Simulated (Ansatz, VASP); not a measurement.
HCO2 in VASP and in Ansatz

```xyz
32
Lattice="6.0940 0.0000 0.0000 0.0000 7.8524 0.0000 0.0000 0.0000 6.5594" Properties=species:S:1:pos:R:3 pbc="T T T"
H     5.1897    2.1673    2.7012
H     0.9043    6.0935    0.5785
H     3.9513    5.6851    5.9809
H     2.1427    1.7589    3.8582
H     0.9043    5.6851    3.8582
H     5.1897    1.7589    5.9809
H     2.1427    2.1673    0.5785
H     3.9513    6.0935    2.7012
C     5.5803    0.4329    2.9078
C     0.5137    4.3591    0.3719
C     3.5607    7.4195    6.1875
C     2.5333    3.4933    3.6516
C     0.5137    7.4195    3.6516
C     5.5803    3.4933    6.1875
C     2.5333    0.4329    0.3719
C     3.5607    4.3591    2.9078
O     4.6783    7.8122    2.2575
O     1.4157    3.8860    1.0222
O     4.4627    0.0402    5.5372
O     1.6313    3.9664    4.3019
O     1.4157    0.0402    4.3019
O     4.6783    3.9664    5.5372
O     1.6313    7.8122    1.0222
O     4.4627    3.8860    2.2575
O     5.8317    1.7018    3.0869
O     0.2623    5.6280    0.1928
O     3.3093    6.1506    6.3666
O     2.7847    2.2244    3.4725
O     0.2623    6.1506    3.4725
O     5.8317    2.2244    6.3666
O     2.7847    1.7018    0.1928
O     3.3093    5.6280    3.0869
```

Alike in both runs: task single point; functional PBE; dispersion D3(BJ); k mesh 4 × 4 × 4; occupations gaussian, width 0.1 eV; no spin polarisation.

|  | VASP | Ansatz |
| --- | --- | --- |
| version | VASP 6.6.1 | Ansatz 0.2.0 |
| potentials or method | VASP PAW PBE potentials, release 64 (H, C, O), cutoff 520 eV | scalar-relativistic, plane waves, PAW |
| valence electrons in the cell | 136 | 136 |

```tsv
	VASP	Ansatz	Ansatz less VASP
gap on the k mesh at the Fermi level (eV)	3.19	3.19	+0.002
least direct gap on the mesh (eV)	3.19	3.19	+0.002
pressure (GPa)	13.4	11.9	-1.43
traceless stress, the component that is largest in VASP (GPa)	-6.64	-5.84	+0.807
rms of the force components (eV/Å)	2.852	2.652	-0.1997
```

Atom by atom the forces differ by 0.260 eV/Å (rms over components).

Noted on VASP's run: the standard files for N, O and F lose accuracy on very short bonds.
